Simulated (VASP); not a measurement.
Set up this calculation in VASP 6.6.1, as the native input.

```yaml
Task: single point
Functional: RPBE
Potentials_or_basis: VASP PAW PBE potentials, release 64 (Ge_d)
Cutoff: 520 eV
k_mesh: 8 × 8 × 8
Occupations: fermi-dirac, width 0.05 eV
Spin: collinear spin, antiferromagnetic start
Starting_moments: "[0.5, -0.5] μB"
Dipole_correction: no
Further_INCAR_settings: ALGO = Normal; EDIFF = 1e-06; NBANDS = 25
```

The structure of Ge lies in POSCAR:

```
Ge
1.0
    0.0000000000      2.8099234548      2.8099234548
    2.8099234548      0.0000000000      2.8099234548
    2.8099234548      2.8099234548      0.0000000000
Ge
2
Direct
    0.7500000000      0.7500000000      0.7500000000
    0.5000000000      0.5000000000      0.5000000000
```

This cell differs from its parent crystal: volume scaled by 0.98.

These files were run (other wordings do the same):

INCAR

```
SYSTEM = Ge
PREC     = Accurate       ! precision mode
ENCUT    = 520            ! plane-wave cutoff, eV
EDIFF    = 1E-6           ! SCF threshold, eV
ISMEAR   = -1             ! smearing method
SIGMA    = 0.05           ! smearing width, eV
LREAL    = .False.        ! projectors in reciprocal space
LASPH    = .True.         ! aspherical terms in the spheres
NELM     = 150            ! most SCF steps
ALGO     = Normal         ! electronic algorithm
ISIF     = 2              ! what is computed and relaxed
LWAVE    = .False.        ! write WAVECAR
LCHARG   = .True.         ! write CHGCAR
ISPIN    = 2              ! spin polarisation
MAGMOM   = 0.5 -0.5       ! initial moments
LORBIT   = 11             ! projections on sites
GGA      = RP             ! functional
LELF     = .True.         ! ELF
LVHAR    = .True.       
NBANDS   = 25             ! bands
```

KPOINTS

```
regular mesh
0
Gamma
  8 8 8
  0 0 0
```

Potentials or basis: VASP PAW PBE potentials, release 64 (Ge_d).

Launch:

```console
$ cat potpaw_PBE.64/Ge_d/POTCAR > POTCAR
$ mpirun -np 1 vasp_std > vasp.out
```

Results of the run:

The pressure is 7.0 GPa, the band gap on the k mesh is 0.33 eV, indirect (least direct gap 0.34 eV) and the net moment is 0.00 μB per cell. The valence electrons inside the program's atomic spheres are Ge 12.45.

Caveat: the PAW data sets were made with another functional, which shifts forces and pressure a little.

It took 44 s on 1 thread of Intel(R) Xeon(R) Platinum 8488C (Sapphire Rapids), with other jobs on the host, peak memory 0.2 GiB.
